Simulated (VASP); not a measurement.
Here is a VASP 6.6.1 calculation.

File INCAR:

```
SYSTEM = Li2ZnO2
  ALGO = Normal
  EDIFF = 1E-7
  ENCUT = 520
  GGA = PE
  ISIF = 2
  ISMEAR = 0
  LASPH = .True.
  LCHARG = .True.
  LELF = .True.
  LREAL = .False.
  LVHAR = .True.
  LWAVE = .False.
  NBANDS = 23
  NELM = 100
  PREC = Accurate
  SIGMA = 0.1
```

Contents of KPOINTS:

```
k-points
0
Gamma
  6 6 4
  0 0 0
```

File POSCAR:

```
Li2ZnO2
1.0
    2.9127450785      0.0000000000      0.0000000000
    0.0000000000      2.9127450785      0.0000000000
    0.0000000000      0.0000000000      5.2322712992
Li Zn O
2 1 2
Direct
    0.0000000000      0.5000000000      0.5000000000
    0.5000000000      0.0000000000      0.5000000000
    0.0000000000      0.0000000000      0.0000000000
    0.5000000000      0.5000000000      0.2509732794
    0.5000000000      0.5000000000      0.7490267206
```

Potentials or basis: VASP PAW PBE potentials, release 64 (Li_sv, Zn, O).

The run is started by

```sh
$ cat potpaw_PBE.64/Li_sv/POTCAR potpaw_PBE.64/Zn/POTCAR potpaw_PBE.64/O/POTCAR > POTCAR
$ mpirun -np 1 vasp_std > vasp.out
```

Estimate the largest force.

0.014 eV/Å.

What does it give for the band gap on the k mesh?

0.28 eV, direct.

Forces in eV/Å, atoms in the order of the input:
```
Li   0.000  0.000  0.000
Li   0.000  0.000  0.000
Zn   0.000  0.000  0.000
O    0.000  0.000 -0.014
O    0.000  0.000  0.014
```

 A k mesh can miss the band edges.
